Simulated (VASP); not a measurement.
# CsPbCl3 (Pm-3m) in VASP: settings compared, part 2 of 2

VASP 6.6.1.

## 5. Relaxation of cell and atoms, PBEsol

The input, INCAR:

```
PREC = Accurate
ENCUT = 600
EDIFF = 1E-7
ISMEAR = -1
SIGMA = 0.02
LREAL = False
LASPH = True
NELM = 100
ALGO = Normal
ISIF = 3
LWAVE = False
LCHARG = False
GGA = PS
IBRION = 2
NSW = 80
EDIFFG = -0.005
```

The input, KPOINTS:

```
regular mesh
0
Gamma
  4 4 4
```

The input, POSCAR:

```
CsPbCl3
1.0
    5.7402637503      0.0000000000      0.0000000000
    0.0000000000      5.7402637503      0.0000000000
    0.0000000000      0.0000000000      5.7402637503
Cs Pb Cl
1 1 3
Direct
    0.0000000000      0.0000000000      0.0000000000
    0.5000000000      0.5000000000      0.5000000000
    0.5000000000      0.5000000000      0.0000000000
    0.0000000000      0.5000000000      0.5000000000
    0.5000000000      0.0000000000      0.5000000000
```

The run is started by

```console
cat potpaw_PBE.64/Cs_sv/POTCAR potpaw_PBE.64/Pb_d/POTCAR potpaw_PBE.64/Cl/POTCAR > POTCAR
mpirun -np 1 vasp_std > vasp.out
```

Wall time 75 s (1 thread of Intel Xeon 6975P-C (Granite Rapids), shared host); peak memory 0.36 GiB.

Results (log left out):

```
Free energy                           : -18.3608 eV
Relaxed volume                        : 35.63 Å³/atom
Relaxed cell                          : a = 5.627 Å, b = 5.627 Å, c = 5.627 Å, α = 90.00°, β = 90.00°, γ = 90.00°
Space group after relaxing (to 0.1 Å) : Pm-3m (No. 221)
Energy gained by relaxing             : 9.6 meV/atom
Ionic steps                           : 3
Pressure after relaxing               : 0.0 GPa
Band gap on the k mesh                : 1.85 eV
```

The path:
| step | energy change (eV) | largest force (eV/Å) | pressure (GPa) | volume (Å³) |
| --- | --- | --- | --- | --- |
| 1 | 0.0000 | 0.0000 | -1.32 | 189.15 |
| 2 | -0.0450 | 0.0000 | -0.36 | 180.77 |
| 3 | -0.0481 | 0.0000 | -0.01 | 178.17 |

Final structure:
```
Cs Pb Cl
1.0
     5.62701    0.00000    0.00000
     0.00000    5.62701    0.00000
     0.00000    0.00000    5.62701
Cs Pb Cl
1 1 3
Direct
  0.00000 0.00000 0.00000
  0.50000 0.50000 0.50000
  0.50000 0.50000 0.00000
  0.00000 0.50000 0.50000
  0.50000 0.00000 0.50000
```

Levels at points of the mesh, in eV from the valence-band top:
| k point | band 18 | band 19 | band 20 | band 21 | band 22 | band 23 | band 24 | band 25 | band 26 |
| --- | --- | --- | --- | --- | --- | --- | --- | --- | --- |
| (0.00, 0.00, 0.00) | -2.54 | -2.54 | -2.44 | -2.44 | -2.44 | 3.27 | 4.29 | 4.29 | 5.18 |
| (0.50, 0.00, 0.00) | -2.65 | -2.65 | -2.55 | -2.55 | -1.65 | 2.94 | 4.65 | 5.26 | 5.26 |
| (0.50, 0.50, 0.00) | -2.73 | -2.73 | -2.68 | -2.13 | -0.80 | 2.44 | 2.44 | 4.86 | 5.37 |
| (0.50, 0.50, 0.50) | -2.67 | -2.12 | -2.12 | -2.12 | 0.00 | 1.85 | 1.85 | 1.85 | 5.05 |

Caveat: the PAW data sets were made with another functional, which shifts forces and pressure a little; spin-orbit coupling is left out, which moves the levels of the heavy elements. PBEsol gaps usually lie below the measured ones, often by a third to a half.

## 6. Relaxation of cell and atoms, LDA

The input, INCAR:

```
SYSTEM = CsPbCl3
PREC = Accurate
ENCUT = 600
EDIFF = 1E-7
ISMEAR = -1
SIGMA = 0.02
LREAL = .False.
LASPH = .True.
NELM = 100
ALGO = Normal
ISIF = 3
LWAVE = .False.
LCHARG = .False.
IBRION = 2
NSW = 80
EDIFFG = -0.005
```

The input, KPOINTS:

```
regular mesh
0
Gamma
  4 4 4
  0 0 0
```

POSCAR is that of step 5.

Potentials or basis: VASP PAW LDA potentials, release 64 (Cs_sv, Pb_d, Cl).

The run is started by

```console
cat potpaw_LDA.64/Cs_sv/POTCAR potpaw_LDA.64/Pb_d/POTCAR potpaw_LDA.64/Cl/POTCAR > POTCAR
mpirun -np 1 vasp_std > vasp.out
```

Run time: 87 s. Hardware: 1 thread of Intel Xeon 6975P-C (Granite Rapids), shared host; peak memory 0.3 GiB.

The run converged. Its results:

| Quantity | Value |
| --- | --- |
| Free energy | -19.4014 eV |
| Relaxed volume | 33.86 Å³/atom |
| Relaxed cell | a = 5.532 Å, b = 5.532 Å, c = 5.532 Å, α = 90.00°, β = 90.00°, γ = 90.00° |
| Space group after relaxing (to 0.1 Å) | Pm-3m (No. 221) |
| Energy gained by relaxing | 34.6 meV/atom |
| Ionic steps | 5 |
| Pressure after relaxing | 0.0 GPa |
| Band gap on the k mesh | 1.52 eV |

The path:
```csv
step,energy change (eV),largest force (eV/Å),pressure (GPa),volume (Å³)
1,0.0000,0.0000,-2.52,189.15
2,-0.1648,0.0000,-0.65,173.32
3,-0.1732,0.0000,-0.03,169.48
4,-0.1732,0.0000,0.03,169.10
5,-0.1732,0.0000,0.00,169.29
```

Final structure:
```
Cs Pb Cl
1.0
     5.53192    0.00000    0.00000
     0.00000    5.53192    0.00000
     0.00000    0.00000    5.53192
Cs Pb Cl
1 1 3
Direct
  0.00000 0.00000 0.00000
  0.50000 0.50000 0.50000
  0.50000 0.50000 0.00000
  0.00000 0.50000 0.50000
  0.50000 0.00000 0.50000
```

Levels at points of the mesh, in eV from the valence-band top:
| k point | band 19 | band 20 | band 21 | band 22 | band 23 | band 24 | band 25 | band 26 |
| --- | --- | --- | --- | --- | --- | --- | --- | --- |
| (0.00, 0.00, 0.00) | -2.95 | -2.82 | -2.82 | -2.82 | 2.75 | 3.70 | 3.70 | 4.69 |
| (0.50, 0.00, 0.00) | -3.05 | -2.96 | -2.96 | -1.84 | 2.76 | 4.17 | 4.72 | 5.07 |
| (0.50, 0.50, 0.00) | -3.17 | -3.02 | -2.48 | -0.89 | 2.19 | 2.19 | 4.66 | 4.94 |
| (0.50, 0.50, 0.50) | -2.47 | -2.47 | -2.47 | 0.00 | 1.52 | 1.52 | 1.52 | 4.55 |

Caveat: spin-orbit coupling is left out, which moves the levels of the heavy elements.

## 7. Summary

| task | level | potentials or basis | cell | cutoff (eV) | gap on the mesh (eV) | pressure (GPa) | relaxed volume (Å³/atom) |
| --- | --- | --- | --- | --- | --- | --- | --- |
| single point | PBE | VASP PAW PBE potentials, release 64 (Cs_sv, Pb_d, Cl) | a = 5.740 Å, 5 atoms | 520 | 2.22 | 0.0 | - |
| single point | r2SCAN | VASP PAW PBE potentials, release 64 (Cs_sv, Pb_d, Cl) | a = 5.677 Å, 5 atoms | 520 | 2.48 | 0.0 | - |
| relaxation of cell and atoms | PBE | VASP PAW PBE potentials, release 64 (Cs_sv, Pb_d, Cl) | relaxed from a = 5.605 Å, 5 atoms | 600 | 2.22 | 0.0 | 37.83 |
| relaxation of cell and atoms | PBEsol | VASP PAW PBE potentials, release 64 (Cs_sv, Pb_d, Cl) | relaxed from a = 5.740 Å, 5 atoms | 600 | 1.85 | 0.0 | 35.63 |
| relaxation of cell and atoms | LDA | VASP PAW LDA potentials, release 64 (Cs_sv, Pb_d, Cl) | relaxed from a = 5.740 Å, 5 atoms | 600 | 1.52 | 0.0 | 33.86 |

Alike in all rows: no spin polarisation; k mesh 4 × 4 × 4; smearing fermi-dirac 0.02 eV.

Caveats: spin-orbit coupling is left out, which moves the levels of the heavy elements; the PAW data sets were made with another functional, which shifts forces and pressure a little (at least some runs).

Total energies depend on the potentials used, so only differences within one code and one set of settings carry meaning.
